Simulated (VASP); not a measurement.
Set up this calculation in VASP 6.6.1, as the native input.

```
Task                               : single point
Functional                         : HSE06
Potentials or basis                : VASP PAW PBE potentials, release 64 (Ba_sv, O)
Cutoff                             : 520 eV
k mesh                             : 6 × 6 × 6
Occupations                        : fermi-dirac, width 0.02 eV
Spin                               : no spin polarisation
Dipole correction                  : no
Grid for exact exchange (PRECFOCK) : Normal
Further INCAR settings             : ALGO = Normal; EDIFF = 1e-06; NBANDS = 15
Share of exact exchange            : 0.25
Screening parameter                : 0.2079 1/Å
```

BaO (rock salt type):

```
Ba O
1.0
     0.00000    2.79500    2.79500
     2.79500    0.00000    2.79500
     2.79500    2.79500    0.00000
Ba O
1 1
Direct
  0.00000 0.00000 0.00000
  0.50000 0.50000 0.50000
```

The input as run:

POSCAR

```
BaO
1.0
    0.0000000000      2.7950000000      2.7950000000
    2.7950000000      0.0000000000      2.7950000000
    2.7950000000      2.7950000000      0.0000000000
Ba O
1 1
Direct
    0.0000000000      0.0000000000      0.0000000000
    0.5000000000      0.5000000000      0.5000000000
```

INCAR.step1

```
SYSTEM = BaO
PREC = Accurate
ENCUT = 520
EDIFF = 1E-5
ISMEAR = -1
SIGMA = 0.02
LREAL = .False.
LASPH = .True.
NELM = 120
ALGO = Normal
ISIF = 2
LWAVE = .True.
LCHARG = .False.
GGA = PE
NBANDS = 15
GGA_COMPAT = .False.
```

INCAR.step2

```
SYSTEM = BaO
PREC = Accurate
ENCUT = 520
EDIFF = 1E-6
ISMEAR = -1
SIGMA = 0.02
LREAL = .False.
LASPH = .True.
NELM = 120
ALGO = Normal
ISIF = 2
LWAVE = .False.
LCHARG = .False.
GGA = PE
LHFCALC = .True.
HFSCREEN = 0.2079
PRECFOCK = Normal
ISTART = 1
NBANDS = 15
GGA_COMPAT = .False.
```

KPOINTS

```
regular mesh
0
Gamma
  6 6 6
  0 0 0
```

Potentials or basis: VASP PAW PBE potentials, release 64 (Ba_sv, O).

The run is started by

```sh
$ cat potpaw_PBE.64/Ba_sv/POTCAR potpaw_PBE.64/O/POTCAR > POTCAR
$ cp INCAR.step1 INCAR
$ mpirun -np 1 vasp_std > vasp.out
$ cp INCAR.step2 INCAR
$ mpirun -np 1 vasp_std > vasp.out
```

It gave:

```
Pressure               : -0.8 GPa
Band gap on the k mesh : 3.34 eV
```

Caveat: the PAW data sets were made with another functional, which shifts forces and pressure a little; spin-orbit coupling is left out, which moves the levels of the heavy elements.

It took 34 min on 1 thread of Intel(R) Xeon(R) Platinum 8259CL CPU @ 2.50GHz (Skylake/Cascade Lake) (shared host), peak memory 0.29 GiB.
